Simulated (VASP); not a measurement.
# Ru (P6_3/mmc) in VASP: a series of runs, part 2 of 2

VASP 6.6.1.

## Step 3: Single point, LDA

Contents of INCAR:

```
SYSTEM = Ru
PREC = Accurate
ENCUT = 520
EDIFF = 1E-6
ISMEAR = -1
SIGMA = 0.1
LREAL = .FALSE.
LASPH = .TRUE.
NELM = 60
ALGO = Normal
ISIF = 2
LWAVE = .FALSE.
LCHARG = .FALSE.
NBANDS = 36
```

Contents of KPOINTS:

```
Automatic mesh
0
G
  14 9 8
  0 0 0
```

Contents of POSCAR:

```
Ru
1.0
   -1.3376082022      2.3168053669      0.0000000000
    0.0000000000      0.0000000000      4.2244496844
    4.0128246067      2.3168053669      0.0000000000
Ru
4
Direct
    0.5000000000      0.2500000000      0.1666666670
    0.0000000000      0.2500000000      0.6666666670
    0.0000000000      0.7500000000      0.3333333330
    0.5000000000      0.7500000000      0.8333333330
```

Potentials or basis: VASP PAW LDA potentials, release 64 (Ru_pv).

On the command line:

```
$ cat potpaw_LDA.64/Ru_pv/POTCAR > POTCAR
$ mpirun -np 1 vasp_std > vasp.out
```

OUTCAR:

```text
SYSTEM = Ru
   PREC = Accurate
   ENCUT = 520
   EDIFF = 1E-6
   ISMEAR = -1
   LREAL = .FALSE.
   LASPH = .TRUE.
   NELM = 60
   ISIF = 2

 ion  position               nearest neighbor table
   1  0.500  0.250  0.167-   3 2.62   3 2.62   3 2.62   3 2.62   4 2.62   4 2.62   2 2.68   2 2.68
                             2 2.68   2 2.68
   2  0.000  0.250  0.667-   4 2.62   4 2.62   4 2.62   4 2.62   3 2.62   3 2.62   1 2.68   1 2.68
                             1 2.68   1 2.68
   3  0.000  0.750  0.333-   1 2.62   1 2.62   1 2.62   1 2.62   2 2.62   2 2.62   4 2.68   4 2.68
                             4 2.68   4 2.68
   4  0.500  0.750  0.833-   2 2.62   2 2.62   2 2.62   2 2.62   1 2.62   1 2.62   3 2.68   3 2.68
                             3 2.68   3 2.68

  LATTYP: Found a simple orthorhombic cell.
 ALAT       =     2.6752164045
 B/A-ratio  =     1.5791057790
 C/A-ratio  =     1.7320508076

  Lattice vectors:

 A1 = (  -1.3376082022,   2.3168053669,   0.0000000000)
 A2 = (   0.0000000000,   0.0000000000,   4.2244496844)
 A3 = (   4.0128246067,   2.3168053669,   0.0000000000)

Analysis of symmetry for initial positions (statically):
=====================================================================
 Subroutine PRICEL returns following result:

  LATTYP: Found a hexagonal cell.
 ALAT       =     2.6752164045
 C/A-ratio  =     1.5791057790

  Lattice vectors:

 A1 = (   1.3376082022,   2.3168053669,   0.0000000000)
 A2 = (  -2.6752164045,   0.0000000000,   0.0000000000)
 A3 = (   0.0000000000,   0.0000000000,   4.2244496844)

   2 primitive cells build up your supercell.

 Routine SETGRP: Setting up the symmetry group for a
 simple orthorhombic supercell.

 Subroutine GETGRP returns: Found  8 space group operations
 (whereof  4 operations were pure point group operations)
 out of a pool of  8 trial point group operations.

The static configuration has the point symmetry C_2h.
 The point group associated with its full space group is D_2h.

Analysis of symmetry for dynamics (positions and initial velocities):
=====================================================================
 Subroutine PRICEL returns following result:

  LATTYP: Found a hexagonal cell.
 ALAT       =     2.6752164045
 C/A-ratio  =     1.5791057790

  Lattice vectors:

 A1 = (   1.3376082022,   2.3168053669,   0.0000000000)
 A2 = (  -2.6752164045,   0.0000000000,   0.0000000000)
 A3 = (   0.0000000000,   0.0000000000,   4.2244496844)

   2 primitive cells build up your supercell.

 Routine SETGRP: Setting up the symmetry group for a
 simple orthorhombic supercell.

 Subroutine GETGRP returns: Found  8 space group operations
 (whereof  4 operations were pure point group operations)
 out of a pool of  8 trial point group operations.

The dynamic configuration has the point symmetry C_2h.
 The point group associated with its full space group is D_2h.

 Subroutine INISYM returns: Found  8 space group operations
 (whereof  4 operations are pure point group operations),
 and found     2 'primitive' translations

----------------------------------------------------------------------------------------

                                     Primitive cell

[... 41 lines left out ...]
 ===========================================

 Found    200 irreducible k-points:

 Following reciprocal coordinates:
            Coordinates               Weight
  0.000000  0.000000  0.000000      1.000000
  0.071429  0.000000 -0.000000      2.000000
  0.142857  0.000000 -0.000000      2.000000
  0.214286  0.000000 -0.000000      2.000000
  0.285714  0.000000 -0.000000      2.000000
  0.357143  0.000000 -0.000000      2.000000
[... 16 lines left out ...]
  0.428571  0.222222 -0.000000      4.000000
  0.500000  0.222222 -0.000000      2.000000
 [... further k-points ...]
   k-points           NKPTS =    200   k-points in BZ     NKDIM =    200   number of bands    NBANDS=     36
   number of dos      NEDOS =    301   number of ions     NIONS =      4
   total plane-waves  NPLWV =  23040
   dimension x,y,z NGX =    20 NGY =   32 NGZ =   36
   dimension x,y,z NGXF=    40 NGYF=   64 NGZF=   72
   ions per type =               4
   NGX,Y,Z   is equivalent  to a cutoff of  12.43, 12.59, 12.92 a.u.
   NGXF,Y,Z  is equivalent  to a cutoff of  24.86, 25.19, 25.83 a.u.
 SYSTEM =  Ru
   PREC   = accura    normal or accurate (medium, high low for compatibility)
   ISTART =      0    job   : 0-new  1-cont  2-samecut
   ICHARG =      2    charge: 1-file 2-atom 10-const
   ISPIN  =      1    spin polarized calculation?
   LNONCOLLINEAR =      F non collinear calculations
   LSORBIT =      F    spin-orbit coupling
   LASPH  =      T    aspherical Exc in radial PAW
   ENCUT  =  520.0 eV  38.22 Ry    6.18 a.u.   4.97  7.85  8.62*2*pi/ulx,y,z
   NELM   =     60;   NELMIN=  2; NELMDL= -5     # of ELM steps
   EDIFF  = 0.1E-05   stopping-criterion for ELM
   LREAL  =      F    real-space projection
   EDIFFG = 0.1E-04   stopping-criterion for IOM
   NSW    =      0    number of steps for IOM
   IBRION =     -1    ionic relax: 0-MD 1-quasi-New 2-CG
   NFREE  =      0    steps in history (QN), initial steepest desc. (CG)
   ISIF   =      2    stress and relaxation
   ISYM   =      2    0-nonsym 1-usesym 2-fastsym
   POTIM  = 0.5000    time-step for ionic-motion
   TEBEG  =    0.0;   TEEND  =   0.0 temperature during run
   PSTRESS=    0.0 pullay stress
   NELECT =      56.0000    total number of electrons
   NUPDOWN=      -1.0000    fix difference up-down
   EMIN   =  10.00;   EMAX   =-10.00  energy-range for DOS
   EFERMI =   0.00;   METHOD = LEGACY
   ISMEAR =    -1;   SIGMA  =   0.10  broadening in eV -4-tet -1-fermi 0-gaus
   EFERMI_NEDOS =   21; number of points for ismear=-14 and -15
   IALGO  =     38    algorithm
   IMIX   =      4    mixing-type and parameters
     AMIX     =   0.40;   BMIX     =  1.00
     AMIX_MAG =   1.60;   BMIX_MAG =  1.00
  volume/ion in A,a.u.               =      13.09        88.35
  Fermi-wavevector in a.u.,A,eV,Ry     =   1.674125  3.163638 38.132990  2.802696
  Thomas-Fermi vector in A             =   2.758976
   LORBIT       =      0    0 simple, 1 ext, 2 COOP (PROOUT), +10 PAW based schemes
   GGA     = CA    functional components
   LHFCALC =     F    Hartree Fock is set to
   AEXX    =    0.0000 exact exchange contribution
   IVDW    =     0    specifies the selected vdW correction
   LEPSILON=     F    determine dielectric tensor
   LRPA    =     F    only Hartree local field effects (RPA)
 non-spin polarized calculation
  energy-cutoff  :      520.00
  volume of cell :       52.37
 maximum number of plane-waves:      1436
 NGX is ok and might be reduce to    20
   NGX =  9   NGY = 15   NGZ = 17

 number of electron      55.9999996 magnetization

 Free energy of the ion-electron system (eV)
  ---------------------------------------------------
  ext. energy  EPLUGINS =         0.00000000
  ---------------------------------------------------
  free energy    TOTEN  =       -42.83064487 eV

  energy without entropy =      -42.72743939  energy(sigma->0) =      -42.77904213

 E-fermi :  13.3818     XC(G=0): -14.6055

 val. band max:       13.3651258849   @ k =   0.1429   0.3333   0.3750
 cond. band min:      13.3840765264   @ k =   0.2857   0.2222   0.3750
 fundamental gap:      0.0189506415
 Fermi energy:        13.3818026494

 k-point     1 :       0.0000    0.0000    0.0000
  band No.  band energies     occupation
      1     -30.2365      2.00000
      2     -30.0224      2.00000
      3     -29.8004      2.00000
      4     -29.6835      2.00000
      5     -29.4298      2.00000
      6     -29.2574      2.00000
[... 925 lines left out ...]
     35      21.5312      0.00000
     36      21.5312      0.00000

 [... further k-points ...]

------------------------ aborting loop because EDIFF is reached ----------------------------------------

  FORCE on cell =-STRESS in cart. coord.  units (eV):
  Direction    XX          YY          ZZ          XY          YZ          ZX
  --------------------------------------------------------------------------------------
  -------------------------------------------------------------------------------------
  Total        0.3363433      0.3940898      0.2863794     -0.0500100      0.0000000      0.0000000
  in kB       10.2906960     12.0574983      8.7620101     -1.5300957      0.0000000      0.0000000
  external PRESSURE =      10.3700681 kB  Pullay stress =       0.0000000 kB

 VOLUME and BASIS-vectors are now :
 -----------------------------------------------------------------------------
  energy-cutoff  :      520.00
  volume of cell :       52.37
      direct lattice vectors                 reciprocal lattice vectors
    -1.337608202  2.316805367  0.000000000    -0.186900768  0.323721626  0.000000000
     0.000000000  0.000000000  4.224449684     0.000000000  0.000000000  0.236717223
     4.012824607  2.316805367  0.000000000     0.186900768  0.107907209  0.000000000

 POSITION                                       TOTAL-FORCE (eV/Angst)
 -----------------------------------------------------------------------------------
      0.00000      1.54454      1.05611        -0.008896     -0.005136      0.000000
      2.67522      1.54454      1.05611        -0.008896     -0.005136     -0.000000
      1.33761      0.77227      3.16834         0.008896      0.005136      0.000000
      2.67522      3.08907      3.16834         0.008896      0.005136     -0.000000
 -----------------------------------------------------------------------------------
    total drift:                                0.000000      0.000000      0.000000

  FREE ENERGIE OF THE ION-ELECTRON SYSTEM (eV)
  ---------------------------------------------------
  free  energy   TOTEN  =       -42.8306448716 eV

  energy  without entropy=      -42.7274393939  energy(sigma->0) =      -42.77904213
```

stdout:

```text
POSCAR found type information on POSCAR Ru
 POSCAR found :  1 types and       4 ions
 scaLAPACK will be used
 LDA part: xc-table for (Slater(with rela. corr.)+CA(PZ))
 , standard interpolation
 POSCAR, INCAR and KPOINTS ok, starting setup
 FFT: planning ... GRIDC
 FFT: planning ... GRID_SOFT
 FFT: planning ... GRID
 WAVECAR not read
 entering main loop
```

It took 2.2 min on 1 thread of Intel Xeon Platinum 8488C (Sapphire Rapids), shared host; peak memory 0.34 GiB.

Results:

```
Free energy            : -42.8306 eV
Pressure               : 1.0 GPa
Largest force          : 0.010 eV/Å
Band gap on the k mesh : zero (band 28 reaches 15.09 eV, above the bottom of band 29 at 12.30 eV)
```

Forces in eV/Å, atoms in the order of the input:
```
Ru  -0.009 -0.005  0.000
Ru  -0.009 -0.005  0.000
Ru   0.009  0.005  0.000
Ru   0.009  0.005  0.000
```

Stress tensor (GPa, compression positive):
```
 1.03 -0.15  0.00
-0.15  1.21  0.00
 0.00  0.00  0.88
```

Levels at points of the mesh, in eV from the Fermi level:
| k point | band 24 | band 25 | band 26 | band 27 | band 28 | band 29 | band 30 | band 31 | band 32 | band 33 |
| --- | --- | --- | --- | --- | --- | --- | --- | --- | --- | --- |
| (0.00, 0.00, 0.00) | -2.04 | -1.87 | -1.60 | -1.50 | -1.50 | 1.25 | 1.26 | 1.36 | 1.51 | 1.96 |
| (0.50, 0.00, 0.00) | -2.26 | -1.72 | -1.72 | 0.09 | 0.09 | 1.61 | 1.61 | 1.67 | 1.67 | 3.99 |
| (0.00, 0.00, 0.50) | -2.50 | -1.60 | -1.60 | -0.95 | -0.95 | -0.67 | -0.67 | -0.37 | -0.37 | 1.80 |
| (0.50, 0.00, 0.50) | -1.87 | -1.60 | -1.60 | 1.51 | 1.51 | 1.96 | 1.96 | 2.06 | 2.06 | 4.28 |
